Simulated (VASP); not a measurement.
Input of a VASP 6.6.1 run:

Contents of POSCAR:

```
GaP
1.0
    0.0000000000      2.7253992874      2.6981452945
    2.7253992874      0.0000000000      2.6981452945
    2.7253992874      2.7253992874      0.0000000000
Ga P
1 1
Direct
    0.0000000000      0.0000000000      0.0000000000
    0.2500000000      0.2500000000      0.2500000000
```

File INCAR.step1:

```
SYSTEM = GaP
PREC = Accurate
ENCUT = 520
ISMEAR = 0
SIGMA = 0.01
LREAL = .FALSE.
LASPH = .TRUE.
NELM = 80
NBANDS = 16
GGA = PE
ALGO = Normal
EDIFF = 1E-4
LWAVE = .TRUE.
LCHARG = .FALSE.
```

INCAR.step2

```
SYSTEM = GaP
PREC = Accurate
ENCUT = 520
EDIFF = 1E-6
ISMEAR = 0
SIGMA = 0.01
LREAL = .FALSE.
LASPH = .TRUE.
NELM = 80
ALGO = Normal
ISIF = 2
LWAVE = .FALSE.
LCHARG = .FALSE.
METAGGA = R2SCAN
LMIXTAU = .TRUE.
NBANDS = 16
ISTART = 1
```

The input KPOINTS:

```
regular mesh
0
G
  8 8 8
  0 0 0
```

Potentials or basis: VASP PAW PBE potentials, release 64 (Ga_d, P).

The run is started by

```bash
$ cat potpaw_PBE.64/Ga_d/POTCAR potpaw_PBE.64/P/POTCAR > POTCAR
$ cp INCAR.step1 INCAR
$ mpirun -np 1 vasp_std > vasp.out
$ cp INCAR.step2 INCAR
$ mpirun -np 1 vasp_std > vasp.out
```

(1) Predict the band gap on the k mesh.

(2) Estimate the pressure.

Answers

(1) 1.78 eV, indirect (least direct gap 2.39 eV).

(2) 0.9 GPa.

Caveat: the cell differs from its parent crystal (uniaxial z strain -1.0%); the PAW data sets were made with another functional, which shifts forces and pressure a little.
